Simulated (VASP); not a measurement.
Here is a VASP 6.6.1 calculation.

File INCAR:

```
PREC = Accurate
ENCUT = 520
EDIFF = 1E-6
ISMEAR = -1
SIGMA = 0.1
LREAL = False
LASPH = True
NELM = 60
ALGO = Normal
ISIF = 2
LWAVE = False
LCHARG = False
GGA = B5
ALDAX = 1.0
AGGAX = 1.0
AGGAC = 1.0
ALDAC = 0.0
NBANDS = 30
```

File KPOINTS:

```
Automatic mesh
0
Gamma
  12 12 4
```

The input POSCAR:

```
Sc
1.0
    3.3110877897      0.0000000000      0.0000000000
   -1.6555438949      2.8674861401      0.0000000000
    0.0000000000      0.0000000000     10.5546161923
Sc
4
Direct
    0.0000000000      1.0000000000      1.0000000000
    0.0000000000      1.0000000000      0.5000000000
    0.3333333333      0.6666666667      0.2500000000
    0.6666666667      0.3333333333      0.7500000000
```

Potentials or basis: VASP PAW PBE potentials, release 64 (Sc_sv).

Command:

```sh
$ cat potpaw_PBE.64/Sc_sv/POTCAR > POTCAR
$ mpirun -np 1 vasp_std > vasp.out
```

What does it give for the band gap on the k mesh?

Zero (bands 22 and 23 overlap by 1.14 eV).

Predict the pressure.

0.0 GPa.

Caveat: the PAW data sets were made with another functional, which shifts forces and pressure a little.
